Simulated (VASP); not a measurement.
# Ba2Na2Pb (P-3m1) in VASP: notebook

Runs on Ba2Na2Pb. Level: PBE. Tasks: single point, relaxation of cell and atoms.

Everything below comes from runs of VASP 6.6.1. Logs are shortened: lines on timing, memory, paths and dates and some standing lists are left out, and cuts for length are marked.

**1. The cell of the first run**

It takes space group P-3m1 (No. 164, trigonal). The conventional cell has a = 5.397 Å, b = 5.397 Å, c = 8.809 Å, α = 90.00°, β = 90.00°, γ = 120.00°. Na (site symmetry 3m) has 3 Pb at 3.23 Å and 4 Ba at 3.52 to 3.62 Å and 3 Na at 3.54 Å within 4.2 Å. Within 4.7 Å of Ba (site symmetry 3m) lie 4 Na at 3.52 to 3.62 Å and 3 Pb at 4.11 Å and 3 Ba at 4.65 Å. Pb (site symmetry -3m) has 6 Na at 3.23 Å and 6 Ba at 4.11 Å within 4.2 Å.

**2. Single point, PBE**

Input file INCAR:

```
SYSTEM = Ba2Na2Pb
PREC = Accurate
ENCUT = 520
EDIFF = 1E-6
ISMEAR = 0
SIGMA = 0.1
LREAL = .FALSE.
LASPH = .TRUE.
NELM = 100
ALGO = Normal
ISIF = 2
LWAVE = .FALSE.
LCHARG = .FALSE.
GGA = PE
NBANDS = 32
```

Input file KPOINTS:

```
regular mesh
0
G
  6 6 2
  0 0 0
```

Input file POSCAR:

```
Ba2Na2Pb
1.0
    5.3974777820      0.0000000000      0.0000000000
   -2.6987388910      4.6743528756      0.0000000000
    0.0000000000      0.0000000000      8.8093926395
Na Ba Pb
2 2 1
Direct
    0.3333333333      0.6666666667      0.0955718046
    0.6666666667      0.3333333333      0.9044281954
    0.3333333333      0.6666666667      0.6961786194
    0.6666666667      0.3333333333      0.3038213806
    0.0000000000      0.0000000000      0.0000000000
```

Potentials or basis: VASP PAW PBE potentials, release 64 (Na_pv, Ba_sv, Pb_d).

Launch:

```
$ cat potpaw_PBE.64/Na_pv/POTCAR potpaw_PBE.64/Ba_sv/POTCAR potpaw_PBE.64/Pb_d/POTCAR > POTCAR
$ mpirun -np 1 vasp_std > vasp.out
```

OUTCAR:

```text
SYSTEM = Ba2Na2Pb
   PREC = Accurate
   ENCUT = 520
   EDIFF = 1E-6
   ISMEAR = 0
   LREAL = .FALSE.
   LASPH = .TRUE.
   NELM = 100
   ISIF = 2
   GGA = PE

 ion  position               nearest neighbor table
   1  0.333  0.667  0.096-   5 3.23   5 3.23   5 3.23   3 3.52   4 3.62   4 3.62   4 3.62
   2  0.667  0.333  0.904-   5 3.23   5 3.23   5 3.23   4 3.52   3 3.62   3 3.62   3 3.62
   3  0.333  0.667  0.696-   1 3.52   2 3.62   2 3.62   2 3.62   5 4.11   5 4.11   5 4.11   4 4.65
                             4 4.65   4 4.65
   4  0.667  0.333  0.304-   2 3.52   1 3.62   1 3.62   1 3.62   5 4.11   5 4.11   5 4.11   3 4.65
                             3 4.65   3 4.65
   5  0.000  0.000  0.000-   1 3.23   2 3.23   2 3.23   1 3.23   2 3.23   1 3.23   3 4.11   4 4.11
                             4 4.11   3 4.11   3 4.11   4 4.11

  LATTYP: Found a hexagonal cell.
 ALAT       =     5.3974777820
 C/A-ratio  =     1.6321313390

  Lattice vectors:

 A1 = (   5.3974777820,   0.0000000000,   0.0000000000)
 A2 = (  -2.6987388910,   4.6743528756,   0.0000000000)
 A3 = (   0.0000000000,   0.0000000000,   8.8093926395)

Analysis of symmetry for initial positions (statically):
=====================================================================
 Subroutine PRICEL returns:
 Original cell was already a primitive cell.

 Routine SETGRP: Setting up the symmetry group for a
 hexagonal supercell.

 Subroutine GETGRP returns: Found 12 space group operations
 (whereof 12 operations were pure point group operations)
 out of a pool of 24 trial point group operations.

The static configuration has the point symmetry D_3d.

Analysis of symmetry for dynamics (positions and initial velocities):
=====================================================================
 Subroutine PRICEL returns:
 Original cell was already a primitive cell.

 Routine SETGRP: Setting up the symmetry group for a
 hexagonal supercell.

 Subroutine GETGRP returns: Found 12 space group operations
 (whereof 12 operations were pure point group operations)
 out of a pool of 24 trial point group operations.

The dynamic configuration has the point symmetry D_3d.

 Subroutine INISYM returns: Found 12 space group operations
 (whereof 12 operations are pure point group operations),
 and found     1 'primitive' translations

----------------------------------------------------------------------------------------

                                     Primitive cell

  volume of cell :     222.2585

[... 84 lines left out ...]
   LREAL  =      F    real-space projection
   EDIFFG = 0.1E-04   stopping-criterion for IOM
   NSW    =      0    number of steps for IOM
   IBRION =     -1    ionic relax: 0-MD 1-quasi-New 2-CG
   NFREE  =      0    steps in history (QN), initial steepest desc. (CG)
   ISIF   =      2    stress and relaxation
   ISYM   =      2    0-nonsym 1-usesym 2-fastsym
   POTIM  = 0.5000    time-step for ionic-motion
   TEBEG  =    0.0;   TEEND  =   0.0 temperature during run
   PSTRESS=    0.0 pullay stress
   NELECT =      48.0000    total number of electrons
   NUPDOWN=      -1.0000    fix difference up-down
   EMIN   =  10.00;   EMAX   =-10.00  energy-range for DOS
   EFERMI =   0.00;   METHOD = LEGACY
   ISMEAR =     0;   SIGMA  =   0.10  broadening in eV -4-tet -1-fermi 0-gaus
   EFERMI_NEDOS =   21; number of points for ismear=-14 and -15
   IALGO  =     38    algorithm
   IMIX   =      4    mixing-type and parameters
     AMIX     =   0.40;   BMIX     =  1.00
     AMIX_MAG =   1.60;   BMIX_MAG =  1.00
  volume/ion in A,a.u.               =      44.45       299.97
  Fermi-wavevector in a.u.,A,eV,Ry     =   0.982206  1.856100 13.125923  0.964728
  Thomas-Fermi vector in A             =   2.113271
   LORBIT       =      0    0 simple, 1 ext, 2 COOP (PROOUT), +10 PAW based schemes
   GGA     = PE    functional components
   LHFCALC =     F    Hartree Fock is set to
   AEXX    =    0.0000 exact exchange contribution
   IVDW    =     0    specifies the selected vdW correction
   LEPSILON=     F    determine dielectric tensor
   LRPA    =     F    only Hartree local field effects (RPA)
 non-spin polarized calculation
 Gauss-broadening in eV      SIGMA  =   0.10
  energy-cutoff  :      520.00
  volume of cell :      222.26
 maximum number of plane-waves:      6036
   NGX = 21   NGY = 21   NGZ = 33

 number of electron      48.0000012 magnetization

 Free energy of the ion-electron system (eV)
  ---------------------------------------------------
  ext. energy  EPLUGINS =         0.00000000
  ---------------------------------------------------
  free energy    TOTEN  =       -10.37317023 eV

  energy without entropy =      -10.35277328  energy(sigma->0) =      -10.36297175

 E-fermi :   2.0072     XC(G=0):  -7.5332

 val. band max:        1.9965550848   @ k =   0.5000  -0.0000   0.0000
 cond. band min:       2.0158916911   @ k =   0.3333  -0.0000   0.0000
 fundamental gap:      0.0193366063
 Fermi energy:         2.0072211320

 k-point     1 :       0.0000    0.0000    0.0000
  band No.  band energies     occupation
      1     -27.1826      2.00000
      2     -27.1713      2.00000
      3     -22.5101      2.00000
      4     -22.5020      2.00000
      5     -22.4584      2.00000
      6     -22.4584      2.00000
[... 479 lines left out ...]
     31       4.2351      0.00000
     32       4.4798      0.00000

------------------------ aborting loop because EDIFF is reached ----------------------------------------

  FORCE on cell =-STRESS in cart. coord.  units (eV):
  Direction    XX          YY          ZZ          XY          YZ          ZX
  --------------------------------------------------------------------------------------
  -------------------------------------------------------------------------------------
  Total        0.1792245      0.1792245      0.6028728     -0.0000000      0.0000000     -0.0000000
  in kB        1.2919618      1.2919618      4.3458824     -0.0000000      0.0000000     -0.0000000
  external PRESSURE =       2.3099353 kB  Pullay stress =       0.0000000 kB

 VOLUME and BASIS-vectors are now :
 -----------------------------------------------------------------------------
  energy-cutoff  :      520.00
  volume of cell :      222.26
      direct lattice vectors                 reciprocal lattice vectors
     5.397477782  0.000000000  0.000000000     0.185271721  0.106966678  0.000000000
    -2.698738891  4.674352876  0.000000000     0.000000000  0.213933356  0.000000000
     0.000000000  0.000000000  8.809392640     0.000000000  0.000000000  0.113515204

 POSITION                                       TOTAL-FORCE (eV/Angst)
 -----------------------------------------------------------------------------------
     -0.00000      3.11624      0.84193        -0.000000      0.000000      0.023258
      2.69874      1.55812      7.96746         0.000000     -0.000000     -0.023258
     -0.00000      3.11624      6.13291        -0.000000     -0.000000     -0.032429
      2.69874      1.55812      2.67648         0.000000      0.000000      0.032429
      0.00000      0.00000      0.00000        -0.000000      0.000000      0.000000
 -----------------------------------------------------------------------------------
    total drift:                                0.000000      0.000000      0.000000

  FREE ENERGIE OF THE ION-ELECTRON SYSTEM (eV)
  ---------------------------------------------------
  free  energy   TOTEN  =       -10.3731702302 eV

  energy  without entropy=      -10.3527732789  energy(sigma->0) =      -10.36297175
```

OSZICAR:

```text
N       E                     dE             d eps       ncg     rms          rms(c)
DAV:   1     0.491971167715E+03    0.49197E+03   -0.21370E+04   896   0.138E+03
DAV:   2     0.407067190973E+02   -0.45126E+03   -0.43368E+03  1016   0.375E+02
DAV:   3    -0.867052131817E+01   -0.49377E+02   -0.48352E+02  1312   0.141E+02
DAV:   4    -0.109898506580E+02   -0.23193E+01   -0.22973E+01  1264   0.301E+01
DAV:   5    -0.111196841125E+02   -0.12983E+00   -0.12957E+00  1496   0.556E+00    0.343E+00
DAV:   6    -0.104754507208E+02    0.64423E+00   -0.96093E-01  1152   0.308E+00    0.191E+00
DAV:   7    -0.103741996239E+02    0.10125E+00   -0.57759E-01  1320   0.309E+00    0.651E-01
DAV:   8    -0.103805380472E+02   -0.63384E-02   -0.13857E-01  1072   0.166E+00    0.289E-01
DAV:   9    -0.103730431321E+02    0.74949E-02   -0.32746E-02  1160   0.736E-01    0.123E-01
DAV:  10    -0.103731627022E+02   -0.11957E-03   -0.39603E-03  1208   0.318E-01    0.470E-02
DAV:  11    -0.103731631605E+02   -0.45832E-06   -0.43948E-04  1288   0.728E-02    0.216E-02
DAV:  12    -0.103731724999E+02   -0.93394E-05   -0.61391E-05  1344   0.377E-02    0.562E-03
DAV:  13    -0.103731704028E+02    0.20971E-05   -0.86093E-06   952   0.106E-02    0.148E-03
DAV:  14    -0.103731702302E+02    0.17263E-06   -0.13550E-06   856   0.523E-03
   1 F= -.10373170E+02 E0= -.10362972E+02  d E =-.203970E-01
```

stdout:

```text
POSCAR found type information on POSCAR NaBaPb
 POSCAR found :  3 types and       5 ions
 scaLAPACK will be used
 LDA part: xc-table for (Slater+PW92), standard interpolation
 POSCAR, INCAR and KPOINTS ok, starting setup
 FFT: planning ... GRIDC
 FFT: planning ... GRID_SOFT
 FFT: planning ... GRID
 WAVECAR not read
 entering main loop
```

Run time: 2.4 min. Hardware: 1 thread of Oxide Virtual Turin-like, shared host; peak memory 0.34 GiB.

Results:

- Free energy: -10.3732 eV
- Pressure: 0.2 GPa
- Largest force: 0.032 eV/Å
- Band gap on the k mesh: zero (bands 24 and 25 overlap by 0.22 eV)

Forces in eV/Å, atoms in the order of the input:
```
Na   0.000  0.000  0.023
Na   0.000  0.000 -0.023
Ba   0.000  0.000 -0.032
Ba   0.000  0.000  0.032
Pb   0.000  0.000  0.000
```

Stress tensor (GPa, compression positive):
```
0.13 0.00 0.00
0.00 0.13 0.00
0.00 0.00 0.43
```

Levels at points of the mesh, in eV from the Fermi level:
| k point | band 20 | band 21 | band 22 | band 23 | band 24 | band 25 | band 26 | band 27 | band 28 | band 29 |
| --- | --- | --- | --- | --- | --- | --- | --- | --- | --- | --- |
| (0.00, 0.00, 0.00) | -7.97 | -1.76 | -1.70 | -0.08 | -0.08 | 0.97 | 0.99 | 1.26 | 1.26 | 1.46 |
| (0.50, 0.00, 0.00) | -7.71 | -2.39 | -0.89 | -0.65 | -0.30 | -0.01 | 0.34 | 1.66 | 1.68 | 1.87 |
| (0.00, 0.00, 0.50) | -7.96 | -2.44 | -0.47 | -0.18 | -0.18 | 0.55 | 0.85 | 1.04 | 1.04 | 1.95 |
| (0.50, 0.00, 0.50) | -7.71 | -2.31 | -0.86 | -0.59 | -0.56 | 0.14 | 0.52 | 0.64 | 1.37 | 2.00 |

Caveat: spin-orbit coupling is left out, which moves the levels of the heavy elements.

**3. Relaxation of cell and atoms, PBE**

This run uses another cell than the first one, of 32.82 Å³/atom.

Input file INCAR:

```
PREC = Accurate
ENCUT = 600
EDIFF = 1E-6
ISMEAR = 0
SIGMA = 0.1
LREAL = F
LASPH = T
NELM = 100
ALGO = Normal
ISIF = 3
LWAVE = F
LCHARG = F
GGA = PE
IBRION = 2
NSW = 90
EDIFFG = -0.04
```

Input file KPOINTS:

```
Automatic mesh
0
Gamma
  6 6 2
```

Input file POSCAR:

```
Ba2Na2Pb
1.0
    4.9431653449      0.0000000000      0.0000000000
   -2.4715826725      4.2809067638      0.0000000000
    0.0000000000      0.0000000000      7.7546983584
Na Ba Pb
2 2 1
Direct
    0.3333333333      0.6666666667      0.2599000000
    0.6666666667      0.3333333333      0.7401000000
    0.3333333333      0.6666666667      0.6444000000
    0.6666666667      0.3333333333      0.3556000000
    0.0000000000      0.0000000000      0.0000000000
```

Potentials or basis: VASP PAW PBE potentials, release 64 (Na_pv, Ba_sv, Pb_d).

Launch:

```
$ cat potpaw_PBE.64/Na_pv/POTCAR potpaw_PBE.64/Ba_sv/POTCAR potpaw_PBE.64/Pb_d/POTCAR > POTCAR
$ mpirun -np 1 vasp_std > vasp.out
```

Wall time 34 min (1 thread of Oxide Virtual Turin-like, shared host); peak memory 0.35 GiB.

It converged, with:

* Free energy: -10.3734 eV
* Relaxed volume: 45.21 Å³/atom
* Relaxed cell: a = 5.381 Å, b = 5.381 Å, c = 9.015 Å, α = 90.00°, β = 90.00°, γ = 120.00°
* Space group after relaxing (to 0.1 Å): P-3m1 (No. 164)
* Pressure after relaxing: 0.1 GPa
* Largest force after relaxing: 0.038 eV/Å
* Band gap on the k mesh: zero (bands 24 and 25 overlap by 0.21 eV)

Forces in eV/Å, atoms in the order of the input:
```
Na   0.000  0.000  0.022
Na   0.000  0.000 -0.022
Ba   0.000  0.000  0.038
Ba   0.000  0.000 -0.038
Pb   0.000  0.000  0.000
```

Final structure:
```xyz
5
Lattice="5.3809 0.0000 0.0000 -2.6905 4.6600 0.0000 0.0000 0.0000 9.0154" Properties=species:S:1:pos:R:3 pbc="T T T"
Na    0.0000    3.1067    0.8165
Na    2.6905    1.5533    8.1990
Ba    0.0000    3.1067    6.2678
Ba    2.6905    1.5533    2.7476
Pb    0.0000    0.0000    0.0000
```

Levels at points of the mesh, in eV from the Fermi level:
```
           k point  band 20  band 21  band 22  band 23  band 24  band 25  band 26  band 27  band 28
(0.00, 0.00, 0.00)    -7.97    -1.78    -1.74    -0.03    -0.03     0.89     1.00     1.28     1.28
(0.50, 0.00, 0.00)    -7.70    -2.38    -0.91    -0.60    -0.29    -0.02     0.29     1.61     1.73
(0.00, 0.00, 0.50)    -7.96    -2.44    -0.53    -0.11    -0.11     0.44     0.86     1.08     1.08
(0.50, 0.00, 0.50)    -7.70    -2.31    -0.86    -0.57    -0.55     0.13     0.44     0.63     1.36
```

Caveat: the k points lie up to 0.35 Å⁻¹ apart in the final cell; the volume moved by over 15 % at a fixed basis, so the end points are rough; spin-orbit coupling is left out, which moves the levels of the heavy elements.

The gap in the log of VASP goes by the Fermi energy; the results here count the filled bands.